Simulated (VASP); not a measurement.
# I in VASP: settings compared

The runs below take I through single point, with PBE, PBEsol.

Program: VASP 6.6.1. These are calculated values, not measurements. Logs are shortened: lines on timing, memory, paths and dates and some standing lists are left out, and cuts for length are marked.

## 1. The cell of the first run

It takes space group I4/mmm (No. 139, tetragonal). The conventional cell has a = 3.306 Å, b = 3.306 Å, c = 8.846 Å, α = 90.00°, β = 90.00°, γ = 90.00°. I (site symmetry 4/mmm) has 4 I at 3.31 Å within 4.3 Å.

## 2. Single point, PBE (strained)

Input file INCAR:

```
PREC     = Accurate       # precision mode
ENCUT    = 520            # plane-wave cutoff, eV
EDIFF    = 1E-6           # SCF threshold, eV
ISMEAR   = 0              # smearing method
SIGMA    = 0.1            # smearing width, eV
LREAL    = False          # projectors in reciprocal space
LASPH    = True           # aspherical terms in the spheres
NELM     = 100            # most SCF steps
ALGO     = Normal         # electronic algorithm
ISIF     = 2              # what is computed and relaxed
LWAVE    = False          # write WAVECAR
LCHARG   = True           # write CHGCAR
GGA      = PE             # functional
LELF     = True           # ELF
LVHAR    = True         
NBANDS   = 10             # bands
```

Input file KPOINTS:

```
Automatic mesh
0
Gamma
  18 18 18
```

Input file POSCAR:

```
I
1.0
   -1.6531047302      1.6531047302      4.4227764883
    1.6531047302     -1.6531047302      4.4227764883
    1.6531047302      1.6531047302     -4.4227764883
I
1
Direct
    0.0000000000      0.0000000000      0.0000000000
```

Potentials or basis: VASP PAW PBE potentials, release 64 (I).

On the command line:

```
$ cat potpaw_PBE.64/I/POTCAR > POTCAR
$ mpirun -np 1 vasp_std > vasp.out
```

OUTCAR:

```text
PREC = Accurate
   ENCUT = 520
   EDIFF = 1E-6
   ISMEAR = 0
   LREAL = False
   LASPH = True
   NELM = 100
   ISIF = 2
   GGA = PE

 ion  position               nearest neighbor table
   1  0.000  0.000  0.000-

  LATTYP: Found a body centered tetragonal cell.
 ALAT       =     3.3062094604
 C/A-ratio  =     2.6754363517

  Lattice vectors:

 A1 = (  -1.6531047302,   1.6531047302,   4.4227764883)
 A2 = (   1.6531047302,  -1.6531047302,   4.4227764883)
 A3 = (   1.6531047302,   1.6531047302,  -4.4227764883)

Analysis of symmetry for initial positions (statically):
=====================================================================
 Subroutine PRICEL returns:
 Original cell was already a primitive cell.

 Routine SETGRP: Setting up the symmetry group for a
 body centered tetragonal supercell.

 Subroutine GETGRP returns: Found 16 space group operations
 (whereof 16 operations were pure point group operations)
 out of a pool of 16 trial point group operations.

The static configuration has the point symmetry D_4h.

Analysis of symmetry for dynamics (positions and initial velocities):
=====================================================================
 Subroutine PRICEL returns:
 Original cell was already a primitive cell.

 Routine SETGRP: Setting up the symmetry group for a
 body centered tetragonal supercell.

 Subroutine GETGRP returns: Found 16 space group operations
 (whereof 16 operations were pure point group operations)
 out of a pool of 16 trial point group operations.

The dynamic configuration has the point symmetry D_4h.

 Subroutine INISYM returns: Found 16 space group operations
 (whereof 16 operations are pure point group operations),
 and found     1 'primitive' translations

----------------------------------------------------------------------------------------

                                     Primitive cell

  volume of cell :      48.3455

  direct lattice vectors                    reciprocal lattice vectors
    -1.653104730  1.653104730  4.422776488     0.000000000  0.302461176  0.113051157
     1.653104730 -1.653104730  4.422776488     0.302461176  0.000000000  0.113051157
     1.653104730  1.653104730 -4.422776488     0.302461176  0.302461176  0.000000000

  length of vectors
     5.002645536  5.002645536  5.002645536     0.322898323  0.322898323  0.427744697

  position of ions in fractional coordinates (direct lattice)
     0.000000000  0.000000000  0.000000000
[... 81 lines left out ...]
   NFREE  =      0    steps in history (QN), initial steepest desc. (CG)
   ISIF   =      2    stress and relaxation
   ISYM   =      2    0-nonsym 1-usesym 2-fastsym
   POTIM  = 0.5000    time-step for ionic-motion
   TEBEG  =    0.0;   TEEND  =   0.0 temperature during run
   PSTRESS=    0.0 pullay stress
   NELECT =       7.0000    total number of electrons
   NUPDOWN=      -1.0000    fix difference up-down
   EMIN   =  10.00;   EMAX   =-10.00  energy-range for DOS
   EFERMI =   0.00;   METHOD = LEGACY
   ISMEAR =     0;   SIGMA  =   0.10  broadening in eV -4-tet -1-fermi 0-gaus
   EFERMI_NEDOS =   21; number of points for ismear=-14 and -15
   IALGO  =     38    algorithm
   IMIX   =      4    mixing-type and parameters
     AMIX     =   0.40;   BMIX     =  1.00
     AMIX_MAG =   1.60;   BMIX_MAG =  1.00
  volume/ion in A,a.u.               =      48.35       326.25
  Fermi-wavevector in a.u.,A,eV,Ry     =   0.859651  1.624505 10.054708  0.739000
  Thomas-Fermi vector in A             =   1.977038
   LORBIT       =      0    0 simple, 1 ext, 2 COOP (PROOUT), +10 PAW based schemes
   GGA     = PE    functional components
   LHFCALC =     F    Hartree Fock is set to
   AEXX    =    0.0000 exact exchange contribution
   IVDW    =     0    specifies the selected vdW correction
   LEPSILON=     F    determine dielectric tensor
   LRPA    =     F    only Hartree local field effects (RPA)
 non-spin polarized calculation
 Gauss-broadening in eV      SIGMA  =   0.10
  energy-cutoff  :      520.00
  volume of cell :       48.35
 maximum number of plane-waves:      1324
 NGX is ok and might be reduce to    40
   NGX = 19   NGY = 19   NGZ = 19

 number of electron       7.0000000 magnetization

 Free energy of the ion-electron system (eV)
  ---------------------------------------------------
  ext. energy  EPLUGINS =         0.00000000
  ---------------------------------------------------
  free energy    TOTEN  =        -1.40507390 eV

  energy without entropy =       -1.40122228  energy(sigma->0) =       -1.40314809

 E-fermi :   1.7396     XC(G=0):  -7.4214

 val. band max:        1.7229195255   @ k =  -0.1111   0.1111   0.0000
 cond. band min:       1.7460674219   @ k =  -0.4444   0.5000   0.3333
 fundamental gap:      0.0231478964
 Fermi energy:         1.7396220614

 k-point     1 :       0.0000    0.0000    0.0000
  band No.  band energies     occupation
      1     -11.5017      2.00000
      2      -0.2676      2.00000
      3       2.5793      0.00000
      4       2.5793      0.00000
      5       6.2160      0.00000
      6       9.2711      0.00000
      7       9.6904      0.00000
      8      14.3071      0.00000
      9      14.3099      0.00000
     10      14.3099      0.00000
[... 287 lines left out ...]
 k-point    24 :      -0.2222    0.0556   -0.0000
  band No.  band energies     occupation
      1     -11.0674      2.00000
      2      -0.1597      2.00000
      3       0.0372      2.00000
      4       2.6208      0.00000
      5       7.1481      0.00000
      6      10.0345      0.00000
      7      10.2831      0.00000
      8      13.2594      0.00000
      9      13.8725      0.00000
     10      15.1948      0.00000

 [... further k-points ...]

------------------------ aborting loop because EDIFF is reached ----------------------------------------

  FORCE on cell =-STRESS in cart. coord.  units (eV):
  Direction    XX          YY          ZZ          XY          YZ          ZX
  --------------------------------------------------------------------------------------
  -------------------------------------------------------------------------------------
  Total       -0.5391137     -0.5391137      0.0207297      0.0000000      0.0000000      0.0000000
  in kB      -17.8663252    -17.8663252      0.6869846      0.0000000      0.0000000      0.0000000
  external PRESSURE =     -11.6818886 kB  Pullay stress =       0.0000000 kB

 VOLUME and BASIS-vectors are now :
 -----------------------------------------------------------------------------
  energy-cutoff  :      520.00
  volume of cell :       48.35
      direct lattice vectors                 reciprocal lattice vectors
    -1.653104730  1.653104730  4.422776488     0.000000000  0.302461176  0.113051157
     1.653104730 -1.653104730  4.422776488     0.302461176  0.000000000  0.113051157
     1.653104730  1.653104730 -4.422776488     0.302461176  0.302461176  0.000000000

 POSITION                                       TOTAL-FORCE (eV/Angst)
 -----------------------------------------------------------------------------------
      0.00000      0.00000      0.00000         0.000000     -0.000000      0.000000
 -----------------------------------------------------------------------------------
    total drift:                                0.000000      0.000000     -0.000000

  FREE ENERGIE OF THE ION-ELECTRON SYSTEM (eV)
  ---------------------------------------------------
  free  energy   TOTEN  =        -1.4050739024 eV

  energy  without entropy=       -1.4012222789  energy(sigma->0) =       -1.40314809
```

OSZICAR:

```text
N       E                     dE             d eps       ncg     rms          rms(c)
DAV:   1     0.218119808227E+02    0.21812E+02   -0.22958E+03  9600   0.477E+02
DAV:   2    -0.342407041394E+00   -0.22154E+02   -0.21401E+02 12610   0.813E+01
DAV:   3    -0.142453095633E+01   -0.10821E+01   -0.10717E+01 11840   0.185E+01
DAV:   4    -0.143672390751E+01   -0.12193E-01   -0.12191E-01 12208   0.243E+00
DAV:   5    -0.143693374746E+01   -0.20984E-03   -0.20984E-03 12072   0.298E-01    0.409E+00
DAV:   6    -0.141427555302E+01    0.22658E-01   -0.18757E-02 10846   0.633E-01    0.254E+00
DAV:   7    -0.140507506253E+01    0.92005E-02   -0.39332E-02 10590   0.939E-01    0.147E-01
DAV:   8    -0.140506373089E+01    0.11332E-04   -0.15373E-03 10632   0.240E-01    0.222E-02
DAV:   9    -0.140506966533E+01   -0.59344E-05   -0.21901E-05 12296   0.342E-02    0.109E-02
DAV:  10    -0.140507330911E+01   -0.36438E-05   -0.57440E-06 10630   0.140E-02    0.257E-03
DAV:  11    -0.140507390236E+01   -0.59325E-06   -0.47248E-07 11252   0.418E-03
   1 F= -.14050739E+01 E0= -.14031481E+01  d E =-.385162E-02
```

Run time: 5.8 min. Hardware: 1 thread of Oxide Virtual Turin-like, shared host; peak memory 0.37 GiB.

Results:

```
Free energy : -1.4051 eV
Pressure    : -1.2 GPa
```

Caveat: the cell differs from its parent crystal (strained); spin-orbit coupling is left out, which moves the levels of the heavy elements; an odd number of electrons without spin polarisation forces a metal; a magnetic or distorted state may lie lower.

## 3. Single point, PBEsol (functional PBEsol, strained)

Input file INCAR:

```
SYSTEM = I
PREC = Accurate ; ENCUT = 520
EDIFF = 1E-7 ; ISMEAR = 0
SIGMA = 0.1 ; LREAL = .False.
LASPH = .True. ; NELM = 80
ALGO = Normal ; ISIF = 2
LWAVE = .False. ; LCHARG = .False.
GGA = PS ; NBANDS = 10
```

Input file KPOINTS:

```
Automatic mesh
0
Gamma
  18 18 18
  0 0 0
```

Input file POSCAR:

```
I
1.0
   -1.6324174680      1.6324174680      4.5601459540
    1.6324174680     -1.6324174680      4.5601459540
    1.6324174680      1.6324174680     -4.5601459540
I
1
Direct
    0.0000000000      0.0000000000      0.0000000000
```

Potentials or basis: VASP PAW PBE potentials, release 64 (I).

On the command line:

```
$ cat potpaw_PBE.64/I/POTCAR > POTCAR
$ mpirun -np 1 vasp_std > vasp.out
```

Run time: 6.8 min. Hardware: 1 thread of Oxide Virtual Turin-like, shared host; peak memory 0.37 GiB.

The run converged. Its results:

```
Free energy : -1.6354 eV
Pressure    : -1.8 GPa
```

Stress tensor (GPa, compression positive):
```
-2.48  0.00  0.00
 0.00 -2.48  0.00
 0.00  0.00 -0.37
```

Levels at points of the mesh, in eV from the Fermi level:
| k point | band 1 | band 2 | band 3 | band 4 | band 5 | band 6 | band 7 | band 8 |
| --- | --- | --- | --- | --- | --- | --- | --- | --- |
| (0.00, 0.00, 0.00) | -13.46 | -2.27 | 0.89 | 0.89 | 4.18 | 7.43 | 7.85 | 12.50 |
| (0.50, 0.00, 0.00) | -12.20 | -4.81 | -1.51 | 1.77 | 5.09 | 9.39 | 9.41 | 10.19 |
| (0.50, 0.50, 0.00) | -10.97 | -3.69 | -3.59 | -0.40 | 4.17 | 6.83 | 8.93 | 10.19 |
| (0.50, 0.50, 0.50) | -13.39 | -3.25 | 0.83 | 0.83 | 7.23 | 7.46 | 8.41 | 11.10 |

Caveat: the cell differs from its parent crystal (functional PBEsol, strained); the PAW data sets were made with another functional, which shifts forces and pressure a little; spin-orbit coupling is left out, which moves the levels of the heavy elements; an odd number of electrons without spin polarisation forces a metal; a magnetic or distorted state may lie lower.

## 4. Single point, PBE (strained)

Input file INCAR:

```
PREC     = Accurate       # precision mode
ENCUT    = 520            # plane-wave cutoff, eV
EDIFF    = 1E-6           # SCF threshold, eV
ISMEAR   = 0              # smearing method
SIGMA    = 0.1            # smearing width, eV
LREAL    = F              # projectors in reciprocal space
LASPH    = T              # aspherical terms in the spheres
NELM     = 80             # most SCF steps
ALGO     = Normal         # electronic algorithm
ISIF     = 2              # what is computed and relaxed
LWAVE    = F              # write WAVECAR
LCHARG   = T              # write CHGCAR
GGA      = PE             # functional
LELF     = T              # ELF
LVHAR    = T            
NBANDS   = 10             # bands
```

Input file KPOINTS:

```
Automatic mesh
0
Gamma
  16 16 16
```

Input file POSCAR:

```
I
1.0
   -1.6120536970      1.6304441717      3.8909975788
    1.6120536970     -1.6304441717      3.8909975788
    1.6120536970      1.6304441717     -3.8909975788
I
1
Direct
    0.0000000000      0.0000000000      0.0000000000
```

On the command line:

```
$ cat potpaw_PBE.64/I/POTCAR > POTCAR
$ mpirun -np 1 vasp_std > vasp.out
```

Run time: 6.8 min. Hardware: 1 thread of Oxide Virtual Turin-like, shared host; peak memory 0.35 GiB.

Results (log left out):

- Free energy: -1.4133 eV
- Pressure: 0.0 GPa

Stress tensor (GPa, compression positive):
```
-0.10  0.00  0.00
 0.00 -0.67  0.00
 0.00  0.00  0.88
```

Levels at points of the mesh, in eV from the Fermi level:
```tsv
k point	band 1	band 2	band 3	band 4	band 5	band 6	band 7	band 8
(0.00, 0.00, 0.00)	-13.74	-1.79	0.80	1.02	4.67	7.49	8.23	12.06
(0.50, 0.00, 0.00)	-12.39	-5.02	-1.68	1.82	4.87	9.39	10.75	11.77
(0.00, 0.50, 0.00)	-12.29	-5.08	-1.61	1.68	4.91	9.33	10.69	11.49
(0.50, 0.50, 0.00)	-11.05	-4.00	-3.64	-0.57	4.03	6.21	10.06	10.69
(0.50, 0.50, 0.50)	-13.48	-3.94	0.58	0.80	6.92	7.28	10.82	14.83
```

Caveat: the cell differs from its parent crystal (strained); spin-orbit coupling is left out, which moves the levels of the heavy elements; an odd number of electrons without spin polarisation forces a metal; a magnetic or distorted state may lie lower.

## 5. Summary

```tsv
level	cell	k mesh	gap on the mesh (eV)	pressure (GPa)
PBE	a = 5.003 Å, angles 141.4, 141.4, 55.7°, 1 atom	18 × 18 × 18	none	-1.2
PBEsol	a = 5.111 Å, angles 142.7, 142.7, 53.7°, 1 atom	18 × 18 × 18	none	-1.8
PBE	a = 4.516 Å, angles 138.2, 137.7, 61.0°, 1 atom	16 × 16 × 16	none	0.0
```

Alike in all rows: task single point; potentials or basis VASP PAW PBE potentials, release 64 (I); no spin polarisation; cutoff (eV) 520; smearing gaussian 0.1 eV.

Caveats: spin-orbit coupling is left out, which moves the levels of the heavy elements; an odd number of electrons without spin polarisation forces a metal; a magnetic or distorted state may lie lower; the PAW data sets were made with another functional, which shifts forces and pressure a little (some runs).

Absolute energies hang on the potentials; compare differences alone.
